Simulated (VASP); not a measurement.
HfH5, 12 atoms in the cell. It takes space group Pbam (No. 55, orthorhombic). The conventional cell has a = 4.335 Å, b = 5.867 Å, c = 5.392 Å, α = 90.00°, β = 90.00°, γ = 90.00°. Within 2.8 Å of Hf (site symmetry 2/m) lie 6 H at 2.13 to 2.70 Å. Within 2.2 Å of H (site symmetry 1) lie 2 H at 1.59 to 1.95 Å and 1 Hf at 2.13 Å. Within 2.1 Å of H (site symmetry 2/m) lie 4 H at 1.59 Å. The cell was generated, and may not be a known phase.

- Program: VASP 6.6.1
- Task: single point
- Functional: PBE
- Potentials or basis: VASP PAW PBE potentials, release 64 (Hf_pv, H)
- Cutoff: 520 eV
- k mesh: 4 × 4 × 4
- Occupations: gaussian, width 0.1 eV
- Spin: no spin polarisation
- Dipole correction: no
- Further INCAR settings: ALGO = Normal; EDIFF = 1e-06; NBANDS = 27

Potentials or basis: VASP PAW PBE potentials, release 64 (Hf_pv, H).

Launch:

```sh
$ cat potpaw_PBE.64/Hf_pv/POTCAR potpaw_PBE.64/H/POTCAR > POTCAR
$ mpirun -np 1 vasp_std > vasp.out
```

Hardware: 1 thread of Oxide Virtual Turin-like Processor (shared host).

Problem. Estimate the wall time of this run.

Solution. Run time: 110 s on 1 thread of Oxide Virtual Turin-like Processor, with other jobs on the host, peak memory 0.24 GiB. Counts: scf iterations 14, k points 27.
